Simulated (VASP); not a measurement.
A run of VASP 6.6.1:

POSCAR

```
Ir
1.0
    2.7513778946      0.0000000000      0.0000000000
   -1.3756889473      2.3827631521      0.0000000000
    0.0000000000      0.0000000000      4.4622900000
Ir
2
Direct
    0.6666666667      0.3333333333      0.7500000000
    0.3333333333      0.6666666667      0.2500000000
```

INCAR.step1

```
PREC     = Accurate       # precision mode
ENCUT    = 520            # plane-wave cutoff, eV
ISMEAR   = -1             # smearing method
SIGMA    = 0.08           # smearing width, eV
LREAL    = F              # projectors in reciprocal space
LASPH    = T              # aspherical terms in the spheres
NELM     = 150            # most SCF steps
ISPIN    = 2              # spin polarisation
MAGMOM   = 0 0            # initial moments
NUPDOWN  = 0.0            # fixed moment
LMAXMIX  = 4              # l up to which the mixer works
NBANDS   = 20             # bands
GGA      = PE             # functional
ALGO     = Normal         # electronic algorithm
EDIFF    = 1E-4           # SCF threshold, eV
LWAVE    = T              # write WAVECAR
LCHARG   = F              # write CHGCAR
```

Contents of INCAR.step2:

```
PREC     = Accurate       # precision mode
ENCUT    = 520            # plane-wave cutoff, eV
EDIFF    = 1E-6           # SCF threshold, eV
ISMEAR   = -1             # smearing method
SIGMA    = 0.08           # smearing width, eV
LREAL    = F              # projectors in reciprocal space
LASPH    = T              # aspherical terms in the spheres
NELM     = 150            # most SCF steps
ALGO     = Normal         # electronic algorithm
ISIF     = 2              # what is computed and relaxed
LWAVE    = F              # write WAVECAR
LCHARG   = F              # write CHGCAR
ISPIN    = 2              # spin polarisation
MAGMOM   = 0 0            # initial moments
LORBIT   = 11             # projections on sites
NUPDOWN  = 0.0            # fixed moment
LMAXMIX  = 4              # l up to which the mixer works
METAGGA  = R2SCAN         # meta-GGA
LMIXTAU  = T            
NBANDS   = 20             # bands
ISTART   = 1
```

The input KPOINTS:

```
Automatic mesh
0
Gamma
  14 14 8
```

Potentials or basis: VASP PAW PBE potentials, release 64 (Ir).

Command:

```bash
$ cat potpaw_PBE.64/Ir/POTCAR > POTCAR
$ cp INCAR.step1 INCAR
$ mpirun -np 1 vasp_std > vasp.out
$ cp INCAR.step2 INCAR
$ mpirun -np 1 vasp_std > vasp.out
```

Hardware: 1 thread of Intel(R) Xeon(R) Platinum 8375C CPU @ 2.90GHz (Ice Lake), on a shared host.

Problem. Estimate the wall time of this run.

Solution. It took 5.1 min on 1 thread of Intel(R) Xeon(R) Platinum 8375C CPU @ 2.90GHz (Ice Lake), on a shared host, peak memory 0.23 GiB. Counts: k points 120.
